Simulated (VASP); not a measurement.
Write the native input for VASP 6.6.1 that does the following.

| Quantity | Value |
| --- | --- |
| Task | single point |
| Functional | PBE |
| Potentials or basis | VASP PAW PBE potentials, release 64 (Cs_sv, B) |
| Cutoff | 520 eV |
| k mesh | 14 × 14 × 14 |
| Occupations | gaussian, width 0.1 eV |
| Spin | no spin polarisation |
| Dipole correction | no |
| Further INCAR settings | ALGO = Normal; EDIFF = 1e-07; NBANDS = 13 |

The structure of CsB lies in POSCAR:

```
CsB
1.0
    4.0043220283      0.0000000000      0.0000000000
    0.0000000000      4.0043220283      0.0000000000
    0.0000000000      0.0000000000      4.0043220283
Cs B
1 1
Direct
    0.5000000000      0.5000000000      0.5000000000
    0.0000000000      0.0000000000      0.0000000000
```

The input as run:

INCAR

```
SYSTEM = CsB
  ALGO = Normal
  EDIFF = 1E-7
  ENCUT = 520
  GGA = PE
  ISIF = 2
  ISMEAR = 0
  LASPH = .True.
  LCHARG = .True.
  LELF = .True.
  LREAL = .False.
  LVHAR = .True.
  LWAVE = .False.
  NBANDS = 13
  NELM = 100
  PREC = Accurate
  SIGMA = 0.1
```

KPOINTS

```
k-points
0
Gamma
  14 14 14
  0 0 0
```

Potentials or basis: VASP PAW PBE potentials, release 64 (Cs_sv, B).

Command:

```bash
$ cat potpaw_PBE.64/Cs_sv/POTCAR potpaw_PBE.64/B/POTCAR > POTCAR
$ mpirun -np 1 vasp_std > vasp.out
```

Results of the run:

- Pressure: 0.1 GPa
- Band gap on the k mesh: zero (band 6 reaches 3.32 eV, above the bottom of band 7 at 0.69 eV)

Caveat: spin-orbit coupling is left out, which moves the levels of the heavy elements.

Wall time 55 s on 1 thread of Intel(R) Xeon(R) Platinum 8124M CPU @ 3.00GHz (Skylake/Cascade Lake), with other jobs on the host, peak memory 0.24 GiB.
